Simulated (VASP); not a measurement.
A run of VASP 6.6.1:

INCAR

```
PREC     = Accurate       # precision mode
ENCUT    = 600            # plane-wave cutoff, eV
EDIFF    = 1E-6           # SCF threshold, eV
ISMEAR   = 0              # smearing method
SIGMA    = 0.1            # smearing width, eV
LREAL    = F              # projectors in reciprocal space
LASPH    = T              # aspherical terms in the spheres
NELM     = 100            # most SCF steps
ALGO     = Fast           # electronic algorithm
ISIF     = 3              # what is computed and relaxed
LWAVE    = F              # write WAVECAR
LCHARG   = F              # write CHGCAR
GGA      = PE             # functional
IBRION   = 2              # ionic algorithm
NSW      = 100            # ionic steps
EDIFFG   = -0.01          # ionic threshold
```

Contents of KPOINTS:

```
Automatic mesh
0
Gamma
  18 18 18
```

File POSCAR:

```
Y
1.0
    0.0000000000      2.5326607096      2.5326607096
    2.5326607096      0.0000000000      2.5326607096
    2.5326607096      2.5326607096      0.0000000000
Y
1
Direct
    0.0000000000      0.0000000000      0.0000000000
```

Potentials or basis: VASP PAW PBE potentials, release 64 (Y_sv).

Run with:

```console
$ cat potpaw_PBE.64/Y_sv/POTCAR > POTCAR
$ mpirun -np 1 vasp_std > vasp.out
```

Hardware: 1 thread of Intel(R) Xeon(R) 6975P-C (Granite Rapids), with other jobs on the host.

Question: How long does it take, and how much memory?

Answer: It took 73 s on 1 thread of Intel(R) Xeon(R) 6975P-C (Granite Rapids) (shared host), peak memory 0.26 GiB. Counts: scf iterations 27, k points 195, ion steps 2.
